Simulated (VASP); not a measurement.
# Bi (R-3m) in VASP: phonons with PBE+D3(BJ)

Aim: the phonons of Bi with PBE+D3(BJ).

All numbers are computed with VASP 6.6.1; they aren't measurements. Logs are shortened: lines on timing, memory, paths and dates and some standing lists are left out, and cuts for length are marked.

**1. The cell of the first run**

It takes space group R-3m (No. 166, trigonal). Conventional cell: a = 4.533 Å, b = 4.533 Å, c = 11.626 Å, α = 90.00°, β = 90.00°, γ = 120.00°. Within 4.1 Å of Bi (site symmetry 3m) lie 6 Bi at 3.10 to 3.43 Å.

**2. Phonons, PBE+D3(BJ)**

Contents of INCAR:

```
SYSTEM = Bi
ALGO = Normal
EDIFF = 1E-8
ENCUT = 520
GGA = PE
IBRION = 6
ISIF = 2
ISMEAR = -1
IVDW = 12
LASPH = .True.
LCHARG = .False.
LREAL = .False.
LWAVE = .False.
NBANDS = 22
NELM = 100
NFREE = 2
NSW = 1
POTIM = 0.015
PREC = Accurate
SIGMA = 0.15
```

Contents of KPOINTS:

```
k-points
0
Gamma
  12 12 12
  0 0 0
```

Contents of POSCAR:

```
Bi
1.0
    2.2666987226      1.3086791177      3.8753946646
   -2.2666987226      1.3086791177      3.8753946646
    0.0000000000     -2.6173582353      3.8753946646
Bi
2
Direct
    0.2378786183      0.2378786183      0.2378786183
    0.7621213817      0.7621213817      0.7621213817
```

Potentials or basis: VASP PAW PBE potentials, release 64 (Bi_d).

Command:

```console
> cat potpaw_PBE.64/Bi_d/POTCAR > POTCAR
> mpirun -np 1 vasp_std > vasp.out
```

OUTCAR:

```text
SYSTEM = Bi
   EDIFF = 1E-8
   ENCUT = 520
   GGA = PE
   IBRION = 6
   ISIF = 2
   ISMEAR = -1
   IVDW = 12
   LASPH = .True.
   LREAL = .False.
   NELM = 100
   NFREE = 2
   NSW = 1
   POTIM = 0.015
   PREC = Accurate
 IVDW          = 12

 ion  position               nearest neighbor table
   1  0.238  0.238  0.238-   2 3.10   2 3.10   2 3.10   2 3.43   2 3.43   2 3.43
   2  0.762  0.762  0.762-   1 3.10   1 3.10   1 3.10   1 3.43   1 3.43   1 3.43

  LATTYP: Found a trigonal (rhomboedric) cell.
 ALAT       =     4.6764567718
 COS(alpha) =     0.5301234763

  Lattice vectors:

 A1 = (   2.2666987226,   1.3086791177,   3.8753946646)
 A2 = (  -2.2666987226,   1.3086791177,   3.8753946646)
 A3 = (   0.0000000000,  -2.6173582353,   3.8753946646)

Analysis of symmetry for initial positions (statically):
=====================================================================
 Subroutine PRICEL returns:
 Original cell was already a primitive cell.

 Routine SETGRP: Setting up the symmetry group for a
 trigonal (rhombohedral) supercell.

 Subroutine GETGRP returns: Found 12 space group operations
 (whereof 12 operations were pure point group operations)
 out of a pool of 12 trial point group operations.

The static configuration has the point symmetry D_3d.

Analysis of symmetry for dynamics (positions and initial velocities):
=====================================================================
 Subroutine PRICEL returns:
 Original cell was already a primitive cell.

 Routine SETGRP: Setting up the symmetry group for a
 trigonal (rhombohedral) supercell.

 Subroutine GETGRP returns: Found 12 space group operations
 (whereof 12 operations were pure point group operations)
 out of a pool of 12 trial point group operations.

The dynamic configuration has the point symmetry D_3d.

 Subroutine INISYM returns: Found 12 space group operations
 (whereof 12 operations are pure point group operations),
 and found     1 'primitive' translations

----------------------------------------------------------------------------------------

                                     Primitive cell
[... 125 lines left out ...]
  volume of cell :       68.98
 maximum number of plane-waves:      1883
   NGX = 17   NGY = 17   NGZ = 17

--------------------------------------- Ionic step        1  -------------------------------------------

 number of electron      29.9999999 magnetization

 Free energy of the ion-electron system (eV)
  ---------------------------------------------------
  ext. energy  EPLUGINS =         0.00000000
  ---------------------------------------------------
  free energy    TOTEN  =        -7.75799560 eV

  energy without entropy =       -7.71409404  energy(sigma->0) =       -7.73604482

------------------------ aborting loop because EDIFF is reached ----------------------------------------

 Edisp (eV)   -0.92605

 E8    (eV) :    -0.4601
[... 151 lines left out ...]
--------------------------------------- Ionic step        5  -------------------------------------------

 number of electron      30.0000002 magnetization

 Free energy of the ion-electron system (eV)
  ---------------------------------------------------
  ext. energy  EPLUGINS =         0.00000000
  ---------------------------------------------------
  free energy    TOTEN  =        -7.75752520 eV

  energy without entropy =       -7.71543030  energy(sigma->0) =       -7.73647775

 E-fermi :   6.6063     XC(G=0):  -9.6374

 val. band max:        6.5428207681   @ k =   0.4167   0.0833   0.0833
 cond. band min:       6.6464660113   @ k =   0.4167   0.0000   0.0000
 fundamental gap:      0.1036452432
 Fermi energy:         6.6062898674

 k-point     1 :       0.0000    0.0000    0.0000
  band No.  band energies     occupation
      1     -16.3936      2.00000
      2     -16.3936      2.00000
      3     -16.2395      2.00000
      4     -16.2395      2.00000
      5     -16.2297      2.00000
      6     -16.0512      2.00000
[... 589 lines left out ...]
     21      14.5691      0.00000
     22      16.7759      0.00000

 [... further k-points ...]

------------------------ aborting loop because EDIFF is reached ----------------------------------------

 Edisp (eV)   -0.92608

 E8    (eV) :    -0.4601
[... 25 lines left out ...]
  FREE ENERGIE OF THE ION-ELECTRON SYSTEM (eV)
  ---------------------------------------------------
  free  energy   TOTEN  =        -8.6836028690 eV

  energy  without entropy=       -8.6415079683  energy(sigma->0) =       -8.66255542

 INTERNAL STRAIN TENSORS FROM DISPLACED ATOMS
 ============================================

 INTERNAL STRAIN TENSOR FOR ION    1 for displacements in x,y,z  (eV/Angst):
          X           Y           Z          XY          YZ          ZX
  --------------------------------------------------------------------------------
  x     0.00000     0.00000     0.00000     2.31001     0.00000    -4.47212
  y     2.31001    -2.31001    -0.00000    -0.00000    -4.47212     0.00000
  z    -3.04289    -3.04289    -4.69789     0.00000    -0.00000     0.00000

 INTERNAL STRAIN TENSOR FOR ION    2 for displacements in x,y,z  (eV/Angst):
          X           Y           Z          XY          YZ          ZX
  --------------------------------------------------------------------------------
  x     0.00000     0.00000    -0.00000    -2.31001     0.00000     4.47212
  y    -2.31001     2.31001     0.00000     0.00000     4.47212     0.00000
  z     3.04289     3.04289     4.69789     0.00000     0.00000     0.00000

 Eigenvectors and eigenvalues of the dynamical matrix
 ----------------------------------------------------

   1 f  =    2.641643 THz    16.597931 2PiTHz   88.115717 cm-1    10.924952 meV
             X         Y         Z           dx          dy          dz
      0.000000  0.000000  2.765621     0.000000   -0.000000   -0.707107
      0.000000  0.000000  8.860563    -0.000000    0.000000    0.707107
[... 16 lines left out ...]
   5 f  =    0.000000 THz     0.000000 2PiTHz    0.000001 cm-1     0.000000 meV
             X         Y         Z           dx          dy          dz
      0.000000  0.000000  2.765621     0.000000    0.259894    0.657613
      0.000000  0.000000  8.860563     0.000000    0.259894    0.657613

   6 f/i=    0.000000 THz     0.000000 2PiTHz    0.000001 cm-1     0.000000 meV
             X         Y         Z           dx          dy          dz
      0.000000  0.000000  2.765621     0.707107   -0.000000   -0.000000
      0.000000  0.000000  8.860563     0.707107   -0.000000   -0.000000

 ELASTIC MODULI CONTR FROM IONIC RELAXATION (kBar)
 Direction    XX          YY          ZZ          XY          YZ          ZX
 --------------------------------------------------------------------------------
 XX        -162.8193     18.6420   -111.2972     -0.0000    175.6520      0.0000
 YY          18.6420   -162.8193   -111.2972      0.0000   -175.6520     -0.0000
 ZZ        -111.2972   -111.2972   -171.8310      0.0000     -0.0000     -0.0000
 XY          -0.0000      0.0000      0.0000    -90.7306      0.0000    175.6520
 YZ         175.6520   -175.6520     -0.0000      0.0000   -340.0575     -0.0000
 ZX           0.0000     -0.0000     -0.0000    175.6520     -0.0000   -340.0573
 --------------------------------------------------------------------------------
```

OSZICAR:

```text
N       E                     dE             d eps       ncg     rms          rms(c)
DAV:   1     0.308346905285E+03    0.30835E+03   -0.16264E+04  8322   0.165E+03
DAV:   2     0.182183905459E+02   -0.29013E+03   -0.28303E+03  8430   0.438E+02
DAV:   3    -0.686140192083E+01   -0.25080E+02   -0.24749E+02 10020   0.142E+02
[... 56 lines left out ...]
DAV:   5    -0.775752599030E+01   -0.35742E-05   -0.12889E-05 10752   0.282E-02    0.517E-03
DAV:   6    -0.775752533917E+01    0.65113E-06   -0.21379E-06 11348   0.174E-02    0.917E-04
DAV:   7    -0.775752518673E+01    0.15244E-06   -0.22169E-07 10796   0.521E-03    0.230E-04
DAV:   8    -0.775752519819E+01   -0.11459E-07   -0.99575E-09  6296   0.149E-03    0.568E-05
DAV:   9    -0.775752520445E+01   -0.62528E-08   -0.56268E-09  5172   0.746E-04
   5 F= -.86836029E+01 E0= -.86625554E+01  d E =-.420949E-01
```

Wall time 73 min (1 thread of Oxide Virtual Turin-like, shared host); peak memory 1.5 GiB.

Results:

```
Highest phonon frequency at Γ : 88 cm⁻¹
Dispersion energy per atom    : -0.463 eV
```

Phonon frequencies in cm⁻¹ (negative: imaginary):
```csv
q point,frequencies
"(0.000, 0.000, 0.000)",0 0 0 60 60 88
```

Caveat: spin-orbit coupling is left out, which moves the levels of the heavy elements.
